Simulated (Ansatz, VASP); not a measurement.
# ZrTi3C4 in VASP and in Ansatz

The input INCAR:

```
SYSTEM = ZrTi3C4
PREC = Accurate
ENCUT = 520
EDIFF = 1E-7
ISMEAR = 0
SIGMA = 0.1
LREAL = .FALSE.
LASPH = .TRUE.
NELM = 150
ALGO = Normal
ISIF = 2
LWAVE = .FALSE.
LCHARG = .FALSE.
ISPIN = 2
MAGMOM = 1 1 1 1 0 0 0 0
LORBIT = 11
LMAXMIX = 4
GGA = PE
NBANDS = 46
```

Contents of KPOINTS:

```
Automatic mesh
0
G
  4 4 4
  0 0 0
```

Contents of POSCAR:

```
ZrTi3C4
1.0
    4.4440955529      0.0000000000      0.0000000000
    0.0000000000      4.4440955529      0.0000000000
    0.0000000000      0.0000000000      4.4440955529
Zr Ti C
1 3 4
Direct
    0.0000000000      0.0000000000      0.0000000000
    0.5000000000      0.0000000000      0.5000000000
    0.5000000000      0.5000000000      0.0000000000
    0.0000000000      0.5000000000      0.5000000000
    0.0000000000      0.5000000000      0.0000000000
    0.5000000000      0.5000000000      0.5000000000
    0.0000000000      0.0000000000      0.5000000000
    0.5000000000      0.0000000000      0.0000000000
```

Input for Ansatz:

```yaml
crystal:
  lattice:
    - [4.4440955529, 0.0, 0.0]
    - [0.0, 4.4440955529, 0.0]
    - [0.0, 0.0, 4.4440955529]
  atoms:
    - { symbol: Zr, position: [0.0, 0.0, 0.0], spin: 1.0 }
    - { symbol: Ti, position: [0.5, 0.0, 0.5], spin: 1.0 }
    - { symbol: Ti, position: [0.5, 0.5, 0.0], spin: 1.0 }
    - { symbol: Ti, position: [0.0, 0.5, 0.5], spin: 1.0 }
    - { symbol: C, position: [0.0, 0.5, 0.0] }
    - { symbol: C, position: [0.5, 0.5, 0.5] }
    - { symbol: C, position: [0.0, 0.0, 0.5] }
    - { symbol: C, position: [0.5, 0.0, 0.0] }
basis:
  ecutwfc: 420
kpoints:
  mp_grid: { grid: [4, 4, 4] }
hamiltonian:
  xc: pbe
scf:
  occupations: { method: gaussian, width: 0.1 }
  lower_state_search: "off"
output:
  forces: true
  stress: true
  eigenvalues: true
  populations: true
magnetization:
  spin_polarized: true
```

Alike in both runs: task single point; functional PBE; k mesh 4 × 4 × 4; occupations gaussian, width 0.1 eV; collinear spin.

|  | VASP | Ansatz |
| --- | --- | --- |
| version | VASP 6.6.1 | Ansatz 0.2.0 |
| potentials or method | VASP PAW PBE potentials, release 64 (Zr_sv, Ti_sv, C), cutoff 520 eV | scalar-relativistic, plane waves, PAW |
| valence electrons in the cell | 64 | 64 |

```csv
,VASP,Ansatz,Ansatz less VASP
gap on the k mesh at the Fermi level (eV),none,none,-
pressure (GPa),0.1,-0.2,-0.26
net moment per atom (μB),0.00,0.00,0.000
```

A gap of «none» marks a metal or a gap that the smearing closes. With one functional, cell and mesh, what is left measures potentials, basis and numerics. Ansatz's warnings: seeded moment not kept.
